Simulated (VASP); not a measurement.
CsBr (CsCl type): relaxation of cell and atoms with PBE

CsBr (CsCl type):

```
Cs Br
1.0
     3.89590    0.00000    0.00000
     0.00000    3.89590    0.00000
     0.00000    0.00000    3.89590
Cs Br
1 1
Direct
  0.00000 0.00000 0.00000
  0.50000 0.50000 0.50000
```

| Quantity | Value |
| --- | --- |
| Program | VASP 6.6.1 |
| Task | relaxation of cell and atoms |
| Functional | PBE |
| Potentials or basis | VASP PAW PBE potentials, release 64 (Cs_sv, Br) |
| Cutoff | 500 eV |
| k mesh | 11 × 11 × 11 |
| Occupations | fermi-dirac, width 0.1 eV |
| Spin | no spin polarisation |
| Dipole correction | no |
| Further INCAR settings | ALGO = Normal; EDIFF = 1e-07; IBRION = 2; EDIFFG = -0.005; NSW = 60; ISIF = 3 |

```json
{
 "Relaxed volume": "42.30 Å³/atom",
 "Relaxed cell": "a = 4.390 Å, b = 4.390 Å, c = 4.390 Å, α = 90.00°, β = 90.00°, γ = 90.00°",
 "Space group after relaxing (to 0.1 Å)": "Pm-3m (No. 221)",
 "Energy gained by relaxing": "307.6 meV/atom",
 "Ionic steps": "22",
 "Pressure after relaxing": "0.0 GPa",
 "Band gap on the k mesh": "4.25 eV (least direct gap 4.27 eV)"
}
```

The path:
| step | energy change (eV) | largest force (eV/Å) | pressure (GPa) | volume (Å³) |
| --- | --- | --- | --- | --- |
| 1 | 0.0000 | 0.0000 | 11.09 | 59.13 |
| 2 | -0.5946 | 0.0000 | 1.15 | 78.43 |
| 3 | -0.6114 | 0.0000 | 0.45 | 81.84 |
| 4 | -0.6074 | 0.0000 | -0.55 | 88.97 |
| 5 | -0.6151 | 0.0000 | -0.04 | 84.87 |
| 6 | -0.6151 | 0.0000 | 0.05 | 84.30 |
| 7 | -0.6151 | 0.0000 | 0.05 | 84.30 |
| 8 | -0.6151 | 0.0000 | 0.05 | 84.30 |
| 9 | -0.6151 | 0.0000 | 0.05 | 84.30 |
| 10 | -0.6151 | 0.0000 | 0.05 | 84.30 |
| 11 | -0.6151 | 0.0000 | 0.05 | 84.30 |
| 12 | -0.6151 | 0.0000 | 0.05 | 84.30 |
| 13 | -0.6151 | 0.0000 | 0.05 | 84.30 |
| 14 | -0.6151 | 0.0000 | 0.05 | 84.30 |
| 15 | -0.6151 | 0.0000 | 0.05 | 84.30 |
| 16 | -0.6151 | 0.0000 | 0.05 | 84.31 |
| 17 | -0.6151 | 0.0000 | 0.05 | 84.31 |
| 18 | -0.6151 | 0.0000 | 0.04 | 84.32 |
| 19 | -0.6151 | 0.0000 | 0.04 | 84.34 |
| 20 | -0.6151 | 0.0000 | 0.04 | 84.38 |
| 21 | -0.6152 | 0.0000 | 0.02 | 84.45 |
| 22 | -0.6152 | 0.0000 | 0.00 | 84.61 |

Final structure:
```
Cs Br
1.0
     4.39002    0.00000    0.00000
     0.00000    4.39002    0.00000
     0.00000    0.00000    4.39002
Cs Br
1 1
Direct
  0.00000 0.00000 0.00000
  0.50000 0.50000 0.50000
```

Levels at points of the mesh, in eV from the valence-band top:
```
           k point  band 4  band 5  band 6  band 7  band 8  band 9  band 10  band 11  band 12
(0.00, 0.00, 0.00)   -6.51   -6.51   -0.02   -0.02   -0.02    4.25     4.97     4.97     8.89
```

It took 3.3 min on 1 thread of AMD EPYC 7R13 Processor (Zen 3), on a shared host, peak memory 0.16 GiB.

Caveat: the volume moved by over 15 % at a fixed basis, so the end points are rough; spin-orbit coupling is left out, which moves the levels of the heavy elements; an odd mesh through Γ misses points on the zone boundary, where band edges can lie.
